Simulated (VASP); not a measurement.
Crystal: HPbNO4.

```xyz
7
Lattice="4.2753 -0.0004 0.0064 -2.0840 5.2077 -0.0491 -2.1238 -1.8657 4.9149" Properties=species:S:1:pos:R:3 pbc="T T T"
H     2.2338   -1.5247    4.4769
Pb    0.1373    4.0030    0.6652
N    -2.0197    1.5311    2.4473
O     2.2736    4.7756    0.1022
O    -1.9905    2.6889    2.9560
O     2.2225    1.4102    1.1945
O    -2.0163    0.5081    3.1892
```

Base run:

| Item | Value |
| --- | --- |
| Program | VASP 6.6.1 |
| Functional | revPBE |
| Potentials or basis | VASP PAW PBE potentials, release 64 (H, Pb_d, N, O) |
| Cutoff | 520 eV |
| k mesh | 6 × 4 × 4 |
| Occupations | fermi-dirac, width 0.05 eV |
| Spin | no spin polarisation |

Its results: band gap on the k mesh 2.88 eV (least direct gap 3.17 eV); pressure 2.5 GPa; largest force 0.604 eV/Å.

Task: After a change of settings the same cell gave: band gap on the k mesh 2.84 eV (least direct gap 3.14 eV); pressure 0.6 GPa; largest force 0.387 eV/Å. Which change was it?
A. functional from revPBE to r2SCAN0; cutoff from 520 eV to 580 eV; k mesh from 6 × 4 × 4 to 4 × 3 × 3
B. functional from revPBE to BLYP; further incar settings from ALGO = Normal; EDIFF = 1e-06; NBANDS = 31 to ALGO = Normal; EDIFF = 1e-07; NBANDS = 31
C. functional from revPBE to PBE
D. functional from revPBE to RPBE; further incar settings from ALGO = Normal; EDIFF = 1e-06; NBANDS = 31 to ALGO = Normal; EDIFF = 1e-07; NBANDS = 31

Result: C.

PBE binds more tightly than revPBE, so the same cell stands under less pressure.

Caveats: spin-orbit coupling is left out, which moves the levels of the heavy elements; the PAW data sets were made with another functional, which shifts forces and pressure a little (at least some runs).
